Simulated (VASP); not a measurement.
NbC4:

```
CELL_PARAMETERS angstrom
3.63610 0.00000 0.00000
-1.81805 3.14895 0.00000
0.00000 0.00000 7.14992
ATOMIC_POSITIONS crystal
Nb 0.00000 0.00000 0.50000
C 0.00000 0.00000 0.08226
C 0.00000 0.00000 0.91774
C 0.00000 0.00000 0.28567
C 0.00000 0.00000 0.71433
```

```yaml
Program: VASP 6.6.1
Task: relaxation of cell and atoms
Functional: PBE
Potentials_or_basis: VASP PAW PBE potentials, release 64 (Nb_sv, C)
Cutoff: 600 eV
k_mesh: 6 × 6 × 4
Occupations: gaussian, width 0.1 eV
Spin: no spin polarisation
```

At the start: pressure 25.3 GPa; volume 16.37 Å³/atom.

Task: How do energy, volume and symmetry change on relaxing?

Result: Over 49 steps the energy falls by 2211.4 meV/atom and the volume is 13.58 Å³/atom (-17.1 %); space group P6/mmm (No. 191, to 0.05 Å).

Step by step:
| step | energy change (eV) | largest force (eV/Å) | pressure (GPa) | volume (Å³) |
| --- | --- | --- | --- | --- |
| 1 | 0.0000 | 19.6612 | 25.25 | 81.87 |
| 3 | 0.3616 | 45.6222 | 70.03 | 81.87 |
| 5 | 0.3567 | 45.5938 | 70.02 | 81.87 |
| 7 | 0.3552 | 45.5839 | 70.02 | 81.87 |
| 9 | 0.3549 | 45.5817 | 70.02 | 81.87 |
| 11 | 0.3548 | 45.5812 | 70.02 | 81.87 |
| 13 | 0.3547 | 45.5810 | 70.02 | 81.87 |
| 15 | 0.3547 | 45.5810 | 70.02 | 81.87 |
| 17 | 0.3547 | 45.5810 | 70.02 | 81.87 |
| 19 | -8.8408 | 8.1271 | 10.39 | 86.90 |
| 21 | -8.9005 | 7.4693 | 12.94 | 86.32 |
| 23 | -10.2406 | 3.2220 | -9.59 | 91.07 |
| 25 | -10.4499 | 1.5159 | -5.78 | 89.41 |
| 27 | -10.5912 | 0.3685 | -2.45 | 86.88 |
| 29 | -10.6677 | 1.0275 | -3.65 | 84.98 |
| 31 | -10.7315 | 0.5224 | -12.84 | 73.43 |
| 33 | -10.8578 | 0.1974 | -8.25 | 77.56 |
| 35 | -10.9668 | 2.1675 | 2.18 | 66.17 |
| 37 | -11.0302 | 0.8890 | -1.34 | 68.86 |
| 39 | -11.0467 | 0.5092 | -0.34 | 67.92 |
| 41 | -11.0552 | 0.1411 | 0.63 | 67.24 |
| 43 | -11.0557 | 0.0903 | 0.16 | 67.37 |
| 45 | -11.0565 | 0.0942 | 0.05 | 67.65 |
| 47 | -11.0569 | 0.0332 | 0.43 | 67.77 |
| 49 | -11.0571 | 0.0246 | 0.23 | 67.89 |

Final structure:
```yaml
crystal:
  lattice:
    - [3.12059, 0.00000, 0.00000]
    - [-1.56029, 2.70251, 0.00000]
    - [0.00000, 0.00000, 8.05037]
  atoms:
    - { symbol: Nb, position: [0.00000, 0.00000, 0.50000] }
    - { symbol: C, position: [0.00000, 0.00000, 0.08072] }
    - { symbol: C, position: [0.00000, 0.00000, 0.91928] }
    - { symbol: C, position: [0.00000, 0.00000, 0.24009] }
    - { symbol: C, position: [0.00000, 0.00000, 0.75991] }
```

Caveat: the volume moved by over 15 % at a fixed basis, so the end points are rough.
